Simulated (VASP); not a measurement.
# ZnMo3 (P6_3/mmc) in VASP: relaxation of cell and atoms with PBE

Aim: the relaxation of cell and atoms of ZnMo3 with PBE.

Everything below comes from runs of VASP 6.6.1. Logs are shortened: lines on timing, memory, paths and dates and some standing lists are left out, and cuts for length are marked.

**1. The cell of the first run**

The structure is hexagonal, space group P6_3/mmc (No. 194). Conventional cell: a = 5.624 Å, b = 5.624 Å, c = 4.514 Å, α = 90.00°, β = 90.00°, γ = 120.00°. Within 3.7 Å of Zn (site symmetry -6m2) lie 12 Mo at 2.78 to 2.81 Å. Mo (site symmetry mm2) has 4 Zn at 2.78 to 2.81 Å and 8 Mo at 2.78 to 2.82 Å within 3.7 Å.

**2. Relaxation of cell and atoms, PBE**

File INCAR:

```
  ALGO = Fast
  EDIFF = 1E-6
  EDIFFG = -0.04
  ENCUT = 600
  GGA = PE
  IBRION = 2
  ISIF = 3
  ISMEAR = 0
  LASPH = True
  LCHARG = False
  LREAL = False
  LWAVE = False
  NELM = 60
  NSW = 90
  PREC = Accurate
  SIGMA = 0.1
```

File KPOINTS:

```
k-points
0
Gamma
  6 6 4
```

File POSCAR:

```
ZnMo3
1.0
    5.6235610714      0.0000000000      0.0000000000
   -2.8117805357      4.8701467476      0.0000000000
    0.0000000000      0.0000000000      4.5137754321
Zn Mo
2 6
Direct
    0.3333333333      0.6666666667      0.2500000000
    0.6666666667      0.3333333333      0.7500000000
    0.8330000000      0.6660000000      0.2500000000
    0.1670000000      0.8330000000      0.7500000000
    0.3340000000      0.1670000000      0.2500000000
    0.1670000000      0.3340000000      0.7500000000
    0.8330000000      0.1670000000      0.2500000000
    0.6660000000      0.8330000000      0.7500000000
```

Potentials or basis: VASP PAW PBE potentials, release 64 (Zn, Mo_sv).

Command:

```bash
$ cat potpaw_PBE.64/Zn/POTCAR potpaw_PBE.64/Mo_sv/POTCAR > POTCAR
$ mpirun -np 1 vasp_std > vasp.out
```

OUTCAR:

```text
EDIFF = 1E-6
   EDIFFG = -0.04
   ENCUT = 600
   GGA = PE
   IBRION = 2
   ISIF = 3
   ISMEAR = 0
   LASPH = True
   LREAL = False
   NELM = 60
   NSW = 90
   PREC = Accurate

 ion  position               nearest neighbor table
   1  0.333  0.667  0.250-   4 2.78   4 2.78   8 2.78   8 2.78   6 2.78   6 2.78   3 2.81   5 2.81
                             7 2.81   7 2.81   3 2.81   5 2.81
   2  0.667  0.333  0.750-   7 2.78   7 2.78   5 2.78   5 2.78   3 2.78   3 2.78   6 2.81   8 2.81
                             4 2.81   4 2.81   6 2.81   8 2.81
   3  0.833  0.666  0.250-   2 2.78   2 2.78   8 2.78   4 2.78   4 2.78   8 2.78   5 2.81   7 2.81
                             1 2.81   1 2.81   7 2.82   5 2.82
   4  0.167  0.833  0.750-   1 2.78   1 2.78   3 2.78   3 2.78   5 2.78   5 2.78   8 2.81   6 2.81
                             2 2.81   2 2.81   8 2.82   6 2.82
   5  0.334  0.167  0.250-   2 2.78   2 2.78   6 2.78   6 2.78   4 2.78   4 2.78   7 2.81   3 2.81
                             1 2.81   1 2.81   7 2.82   3 2.82
   6  0.167  0.334  0.750-   1 2.78   1 2.78   7 2.78   5 2.78   5 2.78   7 2.78   8 2.81   4 2.81
                             2 2.81   2 2.81   4 2.82   8 2.82
   7  0.833  0.167  0.250-   2 2.78   2 2.78   6 2.78   6 2.78   8 2.78   8 2.78   5 2.81   3 2.81
                             1 2.81   1 2.81   5 2.82   3 2.82
   8  0.666  0.833  0.750-   1 2.78   1 2.78   3 2.78   3 2.78   7 2.78   7 2.78   4 2.81   6 2.81
                             2 2.81   2 2.81   4 2.82   6 2.82

  LATTYP: Found a hexagonal cell.
 ALAT       =     5.6235610714
 C/A-ratio  =     0.8026542923

  Lattice vectors:

 A1 = (   5.6235610714,   0.0000000000,   0.0000000000)
 A2 = (  -2.8117805357,   4.8701467476,   0.0000000000)
 A3 = (   0.0000000000,   0.0000000000,   4.5137754321)

Analysis of symmetry for initial positions (statically):
=====================================================================
 Subroutine PRICEL returns:
 Original cell was already a primitive cell.

 Routine SETGRP: Setting up the symmetry group for a
 hexagonal supercell.

 Subroutine GETGRP returns: Found 24 space group operations
 (whereof 12 operations were pure point group operations)
 out of a pool of 24 trial point group operations.

The static configuration has the point symmetry D_3d.
 The point group associated with its full space group is D_6h.

Analysis of symmetry for dynamics (positions and initial velocities):
=====================================================================
 Subroutine PRICEL returns:
 Original cell was already a primitive cell.

 Routine SETGRP: Setting up the symmetry group for a
 hexagonal supercell.

 Subroutine GETGRP returns: Found 24 space group operations
 (whereof 12 operations were pure point group operations)
 out of a pool of 24 trial point group operations.

The dynamic configuration has the point symmetry D_3d.
 The point group associated with its full space group is D_6h.

 Subroutine INISYM returns: Found 24 space group operations
 (whereof 12 operations are pure point group operations),
 and found     1 'primitive' translations

----------------------------------------------------------------------------------------

                                     Primitive cell

  volume of cell :     123.6213

  direct lattice vectors                    reciprocal lattice vectors
     5.623561071  0.000000000  0.000000000     0.177823267  0.102666311  0.000000000
    -2.811780536  4.870146748  0.000000000     0.000000000  0.205332622  0.000000000
     0.000000000  0.000000000  4.513775432     0.000000000  0.000000000  0.221544030

  length of vectors
     5.623561071  5.623561071  4.513775432     0.205332622  0.205332622  0.221544030

  position of ions in fractional coordinates (direct lattice)
     0.333333333  0.666666667  0.250000000
     0.666666667  0.333333333  0.750000000
     0.833000000  0.666000000  0.250000000
     0.167000000  0.833000000  0.750000000
     0.334000000  0.167000000  0.250000000
     0.167000000  0.334000000  0.750000000
     0.833000000  0.167000000  0.250000000
     0.666000000  0.833000000  0.750000000

  ion indices of the primitive-cell ions
   primitive index   ion index
                 1           1
                 2           2
                 3           3
                 4           4
                 5           5
                 6           6
                 7           7
                 8           8

----------------------------------------------------------------------------------------

 KPOINTS: k-points

Automatic generation of k-mesh.
 Grid dimensions read from file:
 generate k-points for:    6    6    4

 Generating k-lattice:

  Cartesian coordinates                     Fractional coordinates (reciprocal lattice)
     0.029637211  0.017111052  0.000000000     0.166666667  0.000000000  0.000000000
     0.000000000  0.034222104  0.000000000     0.000000000  0.166666667  0.000000000
     0.000000000  0.000000000  0.055386008     0.000000000  0.000000000  0.250000000

  Length of vectors
     0.034222104  0.034222104  0.055386008

  Shift w.r.t. Gamma in fractional coordinates (k-lattice)
     0.000000000  0.000000000  0.000000000

 Subroutine IBZKPT returns following result:
 ===========================================

 Found     21 irreducible k-points:

 Following reciprocal coordinates:
            Coordinates               Weight
  0.000000  0.000000  0.000000      1.000000
  0.166667  0.000000  0.000000      6.000000
  0.333333  0.000000  0.000000      6.000000
  0.500000  0.000000  0.000000      3.000000
  0.166667  0.166667  0.000000      6.000000
  0.333333  0.166667  0.000000     12.000000
[... 13 lines left out ...]
  0.333333  0.166667  0.500000     12.000000
  0.333333  0.333333  0.500000      2.000000
   k-points           NKPTS =     21   k-points in BZ     NKDIM =     21   number of bands    NBANDS=     64
   number of dos      NEDOS =    301   number of ions     NIONS =      8
   total plane-waves  NPLWV =  82944
   dimension x,y,z NGX =    48 NGY =   48 NGZ =   36
   dimension x,y,z NGXF=    96 NGYF=   96 NGZF=   72
   ions per type =               2   6
   NGX,Y,Z   is equivalent  to a cutoff of  14.19, 14.19, 13.26 a.u.
   NGXF,Y,Z  is equivalent  to a cutoff of  28.38, 28.38, 26.52 a.u.
 SYSTEM =  unknown system
   PREC   = accura    normal or accurate (medium, high low for compatibility)
   ISTART =      0    job   : 0-new  1-cont  2-samecut
   ICHARG =      2    charge: 1-file 2-atom 10-const
   ISPIN  =      1    spin polarized calculation?
   LNONCOLLINEAR =      F non collinear calculations
   LSORBIT =      F    spin-orbit coupling
   LASPH  =      T    aspherical Exc in radial PAW
   ENCUT  =  600.0 eV  44.10 Ry    6.64 a.u.  11.23 11.23  9.02*2*pi/ulx,y,z
   NELM   =     60;   NELMIN=  2; NELMDL= -5     # of ELM steps
   EDIFF  = 0.1E-05   stopping-criterion for ELM
   LREAL  =      F    real-space projection
   EDIFFG = -.4E-01   stopping-criterion for IOM
   NSW    =     90    number of steps for IOM
   IBRION =      2    ionic relax: 0-MD 1-quasi-New 2-CG
   NFREE  =      1    steps in history (QN), initial steepest desc. (CG)
   ISIF   =      3    stress and relaxation
   ISYM   =      2    0-nonsym 1-usesym 2-fastsym
   POTIM  = 0.5000    time-step for ionic-motion
   TEBEG  =    0.0;   TEEND  =   0.0 temperature during run
   PSTRESS=    0.0 pullay stress
   NELECT =     108.0000    total number of electrons
   NUPDOWN=      -1.0000    fix difference up-down
   EMIN   =  10.00;   EMAX   =-10.00  energy-range for DOS
   EFERMI =   0.00;   METHOD = LEGACY
   ISMEAR =     0;   SIGMA  =   0.10  broadening in eV -4-tet -1-fermi 0-gaus
   EFERMI_NEDOS =   21; number of points for ismear=-14 and -15
   IALGO  =     68    algorithm
   IMIX   =      4    mixing-type and parameters
     AMIX     =   0.40;   BMIX     =  1.00
     AMIX_MAG =   1.60;   BMIX_MAG =  1.00
  volume/ion in A,a.u.               =      15.45       104.28
  Fermi-wavevector in a.u.,A,eV,Ry     =   1.565014  2.957448 33.324333  2.449269
  Thomas-Fermi vector in A             =   2.667553
   LORBIT       =      0    0 simple, 1 ext, 2 COOP (PROOUT), +10 PAW based schemes
   GGA     = PE    functional components
   LHFCALC =     F    Hartree Fock is set to
   AEXX    =    0.0000 exact exchange contribution
   IVDW    =     0    specifies the selected vdW correction
   LEPSILON=     F    determine dielectric tensor
   LRPA    =     F    only Hartree local field effects (RPA)
 conjugate gradient relaxation of ions
 non-spin polarized calculation
 RMM-DIIS sequential band-by-band and
 Gauss-broadening in eV      SIGMA  =   0.10
  energy-cutoff  :      600.00
  volume of cell :      123.62
 maximum number of plane-waves:      4147
 NGX is ok and might be reduce to    48
   NGX = 23   NGY = 23   NGZ = 19

--------------------------------------- Ionic step        1  -------------------------------------------

 number of electron     108.0000021 magnetization

 Free energy of the ion-electron system (eV)
  ---------------------------------------------------
  ext. energy  EPLUGINS =         0.00000000
  ---------------------------------------------------
  free energy    TOTEN  =       -66.19933233 eV

  energy without entropy =      -66.15391297  energy(sigma->0) =      -66.17662265

------------------------ aborting loop because EDIFF is reached ----------------------------------------

  FORCE on cell =-STRESS in cart. coord.  units (eV):
  Direction    XX          YY          ZZ          XY          YZ          ZX
  --------------------------------------------------------------------------------------
  -------------------------------------------------------------------------------------
  Total       -3.2517641     -3.2517641      1.7776534     -0.0000000     -0.0000000      0.0000000
  in kB      -42.1440438    -42.1440438     23.0390334     -0.0000000     -0.0000000      0.0000000
  external PRESSURE =     -20.4163514 kB  Pullay stress =       0.0000000 kB
[... 69 lines left out ...]
  energy  without entropy=      -66.4841185907  energy(sigma->0) =      -66.49693481

--------------------------------------- Ionic step        3  -------------------------------------------

 number of electron     108.0000032 magnetization

 E-fermi :  10.2703     XC(G=0): -13.1239

 val. band max:       10.2449387168   @ k =   0.5000   0.0000   0.0000
 cond. band min:      10.2731678154   @ k =   0.1667   0.0000   0.2500
 fundamental gap:      0.0282290986
 Fermi energy:        10.2703131261

 k-point     1 :       0.0000    0.0000    0.0000
  band No.  band energies     occupation
      1     -50.5089      2.00000
      2     -50.3003      2.00000
      3     -50.2956      2.00000
      4     -50.2956      2.00000
      5     -50.1943      2.00000
      6     -50.1943      2.00000
[... 1645 lines left out ...]
  energy  without entropy=      -66.5538121810  energy(sigma->0) =      -66.56580155

--------------------------------------- Ionic step        9  -------------------------------------------

 number of electron     107.9999993 magnetization

 Free energy of the ion-electron system (eV)
  ---------------------------------------------------
  ext. energy  EPLUGINS =         0.00000000
  ---------------------------------------------------
  free energy    TOTEN  =       -66.57813940 eV

  energy without entropy =      -66.55391566  energy(sigma->0) =      -66.56602753

 E-fermi :   9.9075     XC(G=0): -12.9714

 val. band max:        9.9027003493   @ k =   0.1667   0.0000   0.2500
 cond. band min:       9.9189620495   @ k =   0.1667   0.1667   0.2500
 fundamental gap:      0.0162617001
 Fermi energy:         9.9074819074

 k-point     1 :       0.0000    0.0000    0.0000
  band No.  band energies     occupation
      1     -50.8763      2.00000
      2     -50.6754      2.00000
      3     -50.6736      2.00000
      4     -50.6736      2.00000
      5     -50.5757      2.00000
      6     -50.5757      2.00000
[... 1431 lines left out ...]
  FREE ENERGIE OF THE ION-ELECTRON SYSTEM (eV)
  ---------------------------------------------------
  free  energy   TOTEN  =       -66.5781393974 eV

  energy  without entropy=      -66.5539156554  energy(sigma->0) =      -66.56602753

 reached required accuracy - stopping structural energy minimisation
```

Run time: 12 min. Hardware: 1 thread of Intel Xeon 6975P-C (Granite Rapids), shared host; peak memory 0.4 GiB.

Results:

```yaml
Free_energy: -66.5781 eV
Relaxed_volume: 15.44 Å³/atom
Relaxed_cell: a = 5.576 Å, b = 5.576 Å, c = 4.586 Å, α = 90.00°, β = 90.00°, γ = 120.00°
Space_group_after_relaxing_to_0.1_Å: P6_3/mmc (No. 194)
Energy_gained_by_relaxing: 47.4 meV/atom
Ionic_steps: 9
Pressure_after_relaxing: 0.1 GPa
Largest_force_after_relaxing: 0.021 eV/Å
Band_gap_on_the_k_mesh: zero (bands 54 and 55 overlap by 0.99 eV)
```

Forces in eV/Å, atoms in the order of the input:
```
Zn   0.000  0.000  0.000
Zn   0.000  0.000  0.000
Mo   0.000  0.021  0.000
Mo  -0.018  0.011  0.000
Mo  -0.018 -0.011  0.000
Mo   0.000 -0.021  0.000
Mo   0.018 -0.011  0.000
Mo   0.018  0.011  0.000
```

The path:
```
step  energy change (eV)  largest force (eV/Å)  pressure (GPa)  volume (Å³)
   1              0.0000                1.2467           -2.04       123.62
   2             -0.3104                0.1806            5.52       120.09
   3             -0.3128                0.2938            4.86       120.34
   4             -0.3011                0.2595           -3.98       126.78
   5             -0.3726                0.0058            0.29       123.32
   6             -0.3783                0.0609           -0.36       123.72
   7             -0.3783                0.0574           -0.28       123.70
   8             -0.3785                0.0105            0.50       123.32
   9             -0.3788                0.0213            0.13       123.49
```

Final structure:
```xyz
8
Lattice="5.5762 0.0000 0.0000 -2.7881 4.8291 0.0000 0.0000 0.0000 4.5860" Properties=species:S:1:pos:R:3 pbc="T T T"
Zn    0.0000    3.2194    1.1465
Zn    2.7881    1.6097    3.4395
Mo    2.7881    3.2922    1.1465
Mo   -1.4570    4.0607    3.4395
Mo    1.3311    0.7685    1.1465
Mo    0.0000    1.5370    3.4395
Mo    4.2451    0.7685    1.1465
Mo    1.4570    4.0607    3.4395
```

Levels at points of the mesh, in eV from the Fermi level:
| k point | band 52 | band 53 | band 54 | band 55 | band 56 | band 57 |
| --- | --- | --- | --- | --- | --- | --- |
| (0.00, 0.00, 0.00) | -0.67 | -0.39 | -0.39 | 0.36 | 1.64 | 1.64 |
| (0.50, 0.00, 0.00) | -0.39 | -0.20 | -0.08 | -0.08 | 0.61 | 0.63 |
| (0.00, 0.00, 0.50) | 0.55 | 0.55 | 0.55 | 1.14 | 1.14 | 1.27 |
| (0.50, 0.00, 0.50) | -0.94 | -0.89 | -0.89 | 0.80 | 0.80 | 1.16 |
